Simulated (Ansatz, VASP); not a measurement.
**Be2C: VASP beside Ansatz**

File INCAR:

```
ALGO     = Normal         # electronic algorithm
EDIFF    = 1E-6           # SCF threshold, eV
ENCUT    = 600            # plane-wave cutoff, eV
GGA      = PE             # functional
GGA_COMPAT= False        
ISIF     = 2              # what is computed and relaxed
ISMEAR   = 0              # smearing method
LASPH    = True           # aspherical terms in the spheres
LCHARG   = True           # write CHGCAR
LELF     = True           # ELF
LREAL    = False          # projectors in reciprocal space
LVHAR    = True         
LWAVE    = False          # write WAVECAR
NBANDS   = 11             # bands
NELM     = 120            # most SCF steps
PREC     = Accurate       # precision mode
SIGMA    = 0.05           # smearing width, eV
```

KPOINTS

```
k-points
0
Gamma
  14 14 14
```

Contents of POSCAR:

```
Be2C
1.0
    0.0000000000      2.1650005600      2.1650005600
    2.1650005600      0.0000000000      2.1650005600
    2.1650005600      2.1650005600      0.0000000000
Be C
2 1
Direct
    0.2500000000      0.2500000000      0.2500000000
    0.7500000000      0.7500000000      0.7500000000
    0.0000000000      0.0000000000      0.0000000000
```

Input for Ansatz:

```yaml
crystal:
  lattice:
    - [0.0, 2.16500056, 2.16500056]
    - [2.16500056, 0.0, 2.16500056]
    - [2.16500056, 2.16500056, 0.0]
  atoms:
    - { symbol: Be, position: [0.25, 0.25, 0.25] }
    - { symbol: Be, position: [0.75, 0.75, 0.75] }
    - { symbol: C, position: [0.0, 0.0, 0.0] }
basis:
  ecutwfc: 420
  ecutrho_ratio: 4
kpoints:
  mp_grid: { grid: [14, 14, 14] }
hamiltonian:
  xc: pbe
scf:
  occupations: { method: gaussian, width: 0.05 }
output:
  forces: true
  stress: true
  eigenvalues: true
```

Alike in both runs: task single point; functional PBE; k mesh 14 × 14 × 14; occupations gaussian, width 0.05 eV; no spin polarisation.

|  | VASP | Ansatz |
| --- | --- | --- |
| version | VASP 6.6.1 | Ansatz 0.2.0 |
| potentials or method | VASP PAW PBE potentials, release 64 (Be, C), cutoff 600 eV | scalar-relativistic, plane waves, PAW |
| valence electrons in the cell | 8 | 8 |

VASP gave:

```
gap on the k mesh at the Fermi level (eV) : 1.16
least direct gap on the mesh (eV)         : 4.13
pressure (GPa)                            : 0.0
```

Task: What did Ansatz give for the same quantities?

Result: gap on the k mesh at the Fermi level (eV): 1.17; least direct gap on the mesh (eV): 4.14; pressure (GPa): -0.2.
